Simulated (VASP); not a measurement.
# CsMgBiO3 (R3m) in VASP: a series of runs

Aim: see how the results for CsMgBiO3 move with the level of theory and the settings. Levels: LDA, PBEsol, PBE+D4, r2SCAN. Tasks: single point, relaxation of cell and atoms.

Program: VASP 6.6.1. These are calculated values, not measurements. Logs are shortened: lines on timing, memory, paths and dates and some standing lists are left out, and cuts for length are marked.

## (1) The cell of the first run

The structure is trigonal, space group R3m (No. 160). The conventional cell has a = 6.279 Å, b = 6.279 Å, c = 11.324 Å, α = 90.00°, β = 90.00°, γ = 120.00°. Cs (site symmetry 3m) has 9 O at 3.23 to 3.31 Å and 4 Bi at 3.63 to 3.75 Å and 3 Mg at 3.73 Å within 4.3 Å. Mg (site symmetry 3m) has 3 O at 1.87 Å within 2.5 Å. Within 2.7 Å of Bi (site symmetry 3m) lie 3 O at 2.04 Å. O (site symmetry m) has 1 Mg at 1.87 Å and 1 Bi at 2.04 Å within 2.5 Å.

## (2) Single point, LDA

Contents of INCAR:

```
PREC = Accurate
ENCUT = 600
EDIFF = 1E-6
ISMEAR = -1
SIGMA = 0.01
LREAL = False
LASPH = True
NELM = 120
ALGO = Normal
ISIF = 2
LWAVE = False
LCHARG = False
GGA = CA
NBANDS = 31
GGA_COMPAT = False
```

Contents of KPOINTS:

```
Automatic mesh
0
Gamma
  4 4 4
```

Contents of POSCAR:

```
CsMgBiO3
1.0
    3.1395574194      1.8126243212      3.7748240278
   -3.1395574194      1.8126243212      3.7748240278
    0.0000000000     -3.6252486425      3.7748240278
Cs Mg Bi O
1 1 1 3
Direct
    0.8983801441      0.8983801441      0.8983801441
    0.3082661894      0.3082661894      0.3082661894
    0.5669140718      0.5669140718      0.5669140718
    0.4968431307      0.9825478233      0.4968431307
    0.4968431307      0.4968431307      0.9825478233
    0.9825478233      0.4968431307      0.4968431307
```

Potentials or basis: VASP PAW LDA potentials, release 64 (Cs_sv, Mg, Bi_d, O).

Started as:

```bash
cat potpaw_LDA.64/Cs_sv/POTCAR potpaw_LDA.64/Mg/POTCAR potpaw_LDA.64/Bi_d/POTCAR potpaw_LDA.64/O/POTCAR > POTCAR
mpirun -np 1 vasp_std > vasp.out
```

OUTCAR:

```text
PREC = Accurate
   ENCUT = 600
   EDIFF = 1E-6
   ISMEAR = -1
   LREAL = False
   LASPH = True
   NELM = 120
   ISIF = 2
   GGA = CA

 ion  position               nearest neighbor table
   1  0.898  0.898  0.898-
   2  0.308  0.308  0.308-   4 1.87   6 1.87   5 1.87   3 2.93   3 3.72   3 3.72   3 3.72
   3  0.567  0.567  0.567-   4 2.04   6 2.04   5 2.04   2 2.93   2 3.72   2 3.72   2 3.72
   4  0.497  0.983  0.497-   2 1.87   3 2.04
   5  0.497  0.497  0.983-   2 1.87   3 2.04
   6  0.983  0.497  0.497-   2 1.87   3 2.04

  LATTYP: Found a trigonal (rhomboedric) cell.
 ALAT       =     5.2337103627
 COS(alpha) =     0.2803066553

  Lattice vectors:

 A1 = (   3.1395574194,   1.8126243212,   3.7748240278)
 A2 = (  -3.1395574194,   1.8126243212,   3.7748240278)
 A3 = (   0.0000000000,  -3.6252486425,   3.7748240278)

Analysis of symmetry for initial positions (statically):
=====================================================================
 Subroutine PRICEL returns:
 Original cell was already a primitive cell.

 Routine SETGRP: Setting up the symmetry group for a
 trigonal (rhombohedral) supercell.

 Subroutine GETGRP returns: Found  6 space group operations
 (whereof  6 operations were pure point group operations)
 out of a pool of 12 trial point group operations.

The static configuration has the point symmetry C_3v.

Analysis of symmetry for dynamics (positions and initial velocities):
=====================================================================
 Subroutine PRICEL returns:
 Original cell was already a primitive cell.

 Routine SETGRP: Setting up the symmetry group for a
 trigonal (rhombohedral) supercell.

 Subroutine GETGRP returns: Found  6 space group operations
 (whereof  6 operations were pure point group operations)
 out of a pool of 12 trial point group operations.

The dynamic configuration has the point symmetry C_3v.

 Subroutine INISYM returns: Found  6 space group operations
 (whereof  6 operations are pure point group operations),
 and found     1 'primitive' translations

----------------------------------------------------------------------------------------

                                     Primitive cell

  volume of cell :     128.8915

  direct lattice vectors                    reciprocal lattice vectors
     3.139557419  1.812624321  3.774824028     0.159258116  0.091947716  0.088304337
[... 83 lines left out ...]
   LREAL  =      F    real-space projection
   EDIFFG = 0.1E-04   stopping-criterion for IOM
   NSW    =      0    number of steps for IOM
   IBRION =     -1    ionic relax: 0-MD 1-quasi-New 2-CG
   NFREE  =      0    steps in history (QN), initial steepest desc. (CG)
   ISIF   =      2    stress and relaxation
   ISYM   =      2    0-nonsym 1-usesym 2-fastsym
   POTIM  = 0.5000    time-step for ionic-motion
   TEBEG  =    0.0;   TEEND  =   0.0 temperature during run
   PSTRESS=    0.0 pullay stress
   NELECT =      44.0000    total number of electrons
   NUPDOWN=      -1.0000    fix difference up-down
   EMIN   =  10.00;   EMAX   =-10.00  energy-range for DOS
   EFERMI =   0.00;   METHOD = LEGACY
   ISMEAR =    -1;   SIGMA  =   0.01  broadening in eV -4-tet -1-fermi 0-gaus
   EFERMI_NEDOS =   21; number of points for ismear=-14 and -15
   IALGO  =     38    algorithm
   IMIX   =      4    mixing-type and parameters
     AMIX     =   0.40;   BMIX     =  1.00
     AMIX_MAG =   1.60;   BMIX_MAG =  1.00
  volume/ion in A,a.u.               =      21.48       144.97
  Fermi-wavevector in a.u.,A,eV,Ry     =   1.144154  2.162137 17.811216  1.309087
  Thomas-Fermi vector in A             =   2.280846
   LORBIT       =      0    0 simple, 1 ext, 2 COOP (PROOUT), +10 PAW based schemes
   GGA     = CA    functional components
   LHFCALC =     F    Hartree Fock is set to
   AEXX    =    0.0000 exact exchange contribution
   IVDW    =     0    specifies the selected vdW correction
   LEPSILON=     F    determine dielectric tensor
   LRPA    =     F    only Hartree local field effects (RPA)
 non-spin polarized calculation
  energy-cutoff  :      600.00
  volume of cell :      128.89
 maximum number of plane-waves:      4323
 NGX is ok and might be reduce to    42
   NGX = 21   NGY = 21   NGZ = 21

 number of electron      44.0000001 magnetization

 Free energy of the ion-electron system (eV)
  ---------------------------------------------------
  ext. energy  EPLUGINS =         0.00000000
  ---------------------------------------------------
  free energy    TOTEN  =       -34.21197748 eV

  energy without entropy =      -34.21197748  energy(sigma->0) =      -34.21197748

 E-fermi :   2.1964     XC(G=0):  -9.1101

 val. band max:        1.9551452672   @ k =   0.5000   0.5000   0.5000
 cond. band min:       4.6715674142   @ k =   0.5000   0.5000   0.5000
 fundamental gap:      2.7164221470
 Fermi energy:         2.1963908563

 k-point     1 :       0.0000    0.0000    0.0000
  band No.  band energies     occupation
      1     -20.3655      2.00000
      2     -20.3655      2.00000
      3     -20.0412      2.00000
      4     -20.0033      2.00000
      5     -20.0033      2.00000
      6     -18.5672      2.00000
[... 431 lines left out ...]
     30      10.1673      0.00000
     31      10.1673      0.00000

------------------------ aborting loop because EDIFF is reached ----------------------------------------

  FORCE on cell =-STRESS in cart. coord.  units (eV):
  Direction    XX          YY          ZZ          XY          YZ          ZX
  --------------------------------------------------------------------------------------
  -------------------------------------------------------------------------------------
  Total        0.0312293      0.0312293     -0.1123445      0.0000000      0.0000000      0.0000000
  in kB        0.3881938      0.3881938     -1.3964912      0.0000000      0.0000000      0.0000000
  external PRESSURE =      -0.2067012 kB  Pullay stress =       0.0000000 kB

 VOLUME and BASIS-vectors are now :
 -----------------------------------------------------------------------------
  energy-cutoff  :      600.00
  volume of cell :      128.89
      direct lattice vectors                 reciprocal lattice vectors
     3.139557419  1.812624321  3.774824028     0.159258116  0.091947716  0.088304337
    -3.139557419  1.812624321  3.774824028    -0.159258116  0.091947716  0.088304337
     0.000000000 -3.625248642  3.774824028     0.000000000 -0.183895432  0.088304337

 POSITION                                       TOTAL-FORCE (eV/Angst)
 -----------------------------------------------------------------------------------
      0.00000     -0.00000     10.17368         0.000000     -0.000000      0.007728
      0.00000     -0.00000      3.49095         0.000000     -0.000000      0.020537
      0.00000     -0.00000      6.42000         0.000000      0.000000     -0.110676
     -1.52490      0.88040      7.45994        -0.027003      0.015590      0.027470
      0.00000     -1.76080      7.45994         0.000000     -0.031180      0.027470
      1.52490      0.88040      7.45994         0.027003      0.015590      0.027470
 -----------------------------------------------------------------------------------
    total drift:                               -0.000000     -0.000001     -0.000114

  FREE ENERGIE OF THE ION-ELECTRON SYSTEM (eV)
  ---------------------------------------------------
  free  energy   TOTEN  =       -34.2119774795 eV

  energy  without entropy=      -34.2119774795  energy(sigma->0) =      -34.21197748
```

OSZICAR:

```text
N       E                     dE             d eps       ncg     rms          rms(c)
DAV:   1     0.438226504067E+03    0.43823E+03   -0.22522E+04   806   0.153E+03
DAV:   2     0.181089827867E+02   -0.42012E+03   -0.39533E+03   860   0.385E+02
DAV:   3    -0.398531840995E+02   -0.57962E+02   -0.56882E+02   970   0.147E+02
DAV:   4    -0.420767320186E+02   -0.22235E+01   -0.22145E+01   953   0.317E+01
DAV:   5    -0.421438710109E+02   -0.67139E-01   -0.67124E-01  1076   0.561E+00    0.153E+01
DAV:   6    -0.343571565689E+02    0.77867E+01   -0.33387E+01  1229   0.656E+01    0.552E+00
DAV:   7    -0.343985227180E+02   -0.41366E-01   -0.47097E+00   890   0.116E+01    0.339E+00
DAV:   8    -0.342846553940E+02    0.11387E+00   -0.12772E+00   926   0.703E+00    0.186E+00
DAV:   9    -0.342093227330E+02    0.75333E-01   -0.34648E-01  1180   0.386E+00    0.266E-01
DAV:  10    -0.342123297551E+02   -0.30070E-02   -0.24640E-02   960   0.947E-01    0.149E-01
DAV:  11    -0.342119395180E+02    0.39024E-03   -0.31570E-03  1161   0.349E-01    0.326E-02
DAV:  12    -0.342119738642E+02   -0.34346E-04   -0.27515E-04   934   0.134E-01    0.212E-02
DAV:  13    -0.342119770513E+02   -0.31871E-05   -0.31866E-05  1088   0.412E-02    0.671E-03
DAV:  14    -0.342119774795E+02   -0.42813E-06   -0.35114E-06   857   0.168E-02
   1 F= -.34211977E+02 E0= -.34211977E+02  d E =-.261690E-12
```

stdout:

```text
POSCAR found type information on POSCAR CsMgBiO
 POSCAR found :  4 types and       6 ions
 scaLAPACK will be used
 LDA part: xc-table for (Slater(with rela. corr.)+CA(PZ))
 , standard interpolation
 POSCAR, INCAR and KPOINTS ok, starting setup
 FFT: planning ... GRIDC
 FFT: planning ... GRID_SOFT
 FFT: planning ... GRID
 WAVECAR not read
 entering main loop
```

Wall time 48 s (1 thread of Intel Xeon Platinum 8488C (Sapphire Rapids), shared host); peak memory 0.25 GiB.

What came out:

```
Free energy            : -34.2120 eV
Pressure               : 0.0 GPa
Largest force          : 0.111 eV/Å
Band gap on the k mesh : 2.72 eV
```

Forces in eV/Å, atoms in the order of the input:
```
Cs   0.000  0.000  0.008
Mg   0.000  0.000  0.021
Bi   0.000  0.000 -0.111
O   -0.027  0.016  0.027
O    0.000 -0.031  0.027
O    0.027  0.016  0.027
```

Stress tensor (GPa, compression positive):
```
 0.04  0.00  0.00
 0.00  0.04  0.00
 0.00  0.00 -0.14
```

Caveat: spin-orbit coupling is left out, which moves the levels of the heavy elements. A k mesh can miss the band edges.

## (3) Single point, PBEsol

This run uses another cell than the first one, of 22.88 Å³/atom.

Contents of INCAR:

```
ALGO = Normal ; EDIFF = 1E-6
ENCUT = 600 ; GGA = PS
GGA_COMPAT = False ; ISIF = 2
ISMEAR = -1 ; LASPH = True
LCHARG = False ; LREAL = False
LWAVE = False ; NBANDS = 31
NELM = 120 ; PREC = Accurate
SIGMA = 0.01
```

Contents of KPOINTS:

```
k-points
0
Gamma
  4 4 4
```

Contents of POSCAR:

```
CsMgBiO3
1.0
    3.1807957088      1.8364332587      3.9175686275
   -3.1807957088      1.8364332587      3.9175686275
    0.0000000000     -3.6728665174      3.9175686275
Cs Mg Bi O
1 1 1 3
Direct
    0.8955504088      0.8955504088      0.8955504088
    0.3124243147      0.3124243147      0.3124243147
    0.5699976558      0.5699976558      0.5699976558
    0.4956070755      0.9806079598      0.4956070755
    0.4956070755      0.4956070755      0.9806079598
    0.9806079598      0.4956070755      0.4956070755
```

Potentials or basis: VASP PAW PBE potentials, release 64 (Cs_sv, Mg, Bi_d, O).

Started as:

```bash
cat potpaw_PBE.64/Cs_sv/POTCAR potpaw_PBE.64/Mg/POTCAR potpaw_PBE.64/Bi_d/POTCAR potpaw_PBE.64/O/POTCAR > POTCAR
mpirun -np 1 vasp_std > vasp.out
```

It took 69 s on 1 thread of Intel Xeon Platinum 8488C (Sapphire Rapids), shared host; peak memory 0.35 GiB.

Results (log left out):

```yaml
Free_energy: -32.1104 eV
Pressure: 0.0 GPa
Largest_force: 0.091 eV/Å
Band_gap_on_the_k_mesh: 2.85 eV (least direct gap 2.89 eV)
```

Forces in eV/Å, atoms in the order of the input:
```
Cs   0.000  0.000  0.004
Mg   0.000  0.000  0.017
Bi   0.000  0.000 -0.091
O   -0.042  0.024  0.024
O    0.000 -0.048  0.024
O    0.042  0.024  0.024
```

Levels at points of the mesh, in eV from the valence-band top:
```
           k point  band 20  band 21  band 22  band 23  band 24  band 25
(0.00, 0.00, 0.00)    -1.28    -1.28    -0.82     3.26     4.75     4.75
(0.50, 0.00, 0.00)    -1.35    -1.15    -0.91     3.30     4.71     5.12
(0.50, 0.50, 0.00)    -1.34    -1.07    -0.39     3.10     3.82     4.44
(0.50, 0.50, 0.50)    -1.26    -0.77     0.00     2.89     2.96     2.96
```

Caveat: the PAW data sets were made with another functional, which shifts forces and pressure a little; spin-orbit coupling is left out, which moves the levels of the heavy elements.

(Part 1 of 3 ends here.)
